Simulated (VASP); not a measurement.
Set up this calculation in VASP 6.6.1, as the native input.

```
Task                   : relaxation of cell and atoms
Functional             : PBE
Potentials or basis    : VASP PAW PBE potentials, release 64 (Al, Lu, As)
Cutoff                 : 600 eV
k mesh                 : 6 × 6 × 6
Occupations            : fermi-dirac, width 0.02 eV
Spin                   : no spin polarisation
Dipole correction      : no
Further INCAR settings : ALGO = Normal; EDIFF = 1e-06; IBRION = 2; EDIFFG = -0.005; NSW = 80; ISIF = 3
```

The structure of LuAlAs2 lies in POSCAR:

```
LuAlAs2
1.0
    2.0151397751      1.1634414916      6.5814189458
   -2.0151397751      1.1634414916      6.5814189458
    0.0000000000     -2.3268829832      6.5814189458
Al Lu As
1 1 2
Direct
    1.0000000000      0.0000000000      0.0000000000
    0.5000000000      0.5000000000      0.5000000000
    0.2500000000      0.2500000000      0.2500000000
    0.7500000000      0.7500000000      0.7500000000
```

One way to write it, as run:

INCAR

```
SYSTEM = LuAlAs2
PREC = Accurate
ENCUT = 600
EDIFF = 1E-6
ISMEAR = -1
SIGMA = 0.02
LREAL = .FALSE.
LASPH = .TRUE.
NELM = 60
ALGO = Normal
ISIF = 3
LWAVE = .FALSE.
LCHARG = .FALSE.
GGA = PE
IBRION = 2
NSW = 80
EDIFFG = -0.005
```

KPOINTS

```
Automatic mesh
0
G
  6 6 6
  0 0 0
```

Potentials or basis: VASP PAW PBE potentials, release 64 (Al, Lu, As).

Run with:

```sh
$ cat potpaw_PBE.64/Al/POTCAR potpaw_PBE.64/Lu/POTCAR potpaw_PBE.64/As/POTCAR > POTCAR
$ mpirun -np 1 vasp_std > vasp.out
```

Results of the run:

| Item | Value |
| --- | --- |
| Relaxed volume | 21.00 Å³/atom |
| Relaxed cell | a = 6.755 Å, b = 6.755 Å, c = 6.755 Å, α = 33.59°, β = 33.59°, γ = 33.59° |
| Space group after relaxing (to 0.1 Å) | R-3m (No. 166) |
| Energy gained by relaxing | 97.9 meV/atom |
| Ionic steps | 19 |
| Pressure after relaxing | 0.0 GPa |
| Largest force after relaxing | 0.004 eV/Å |
| Band gap on the k mesh | zero (bands 19 and 20 overlap by 0.83 eV) |

Caveat: spin-orbit coupling is left out, which moves the levels of the heavy elements.

It took 35 min on 1 thread of Intel(R) Xeon(R) Platinum 8375C CPU @ 2.90GHz (Ice Lake), on a shared host, peak memory 0.57 GiB.
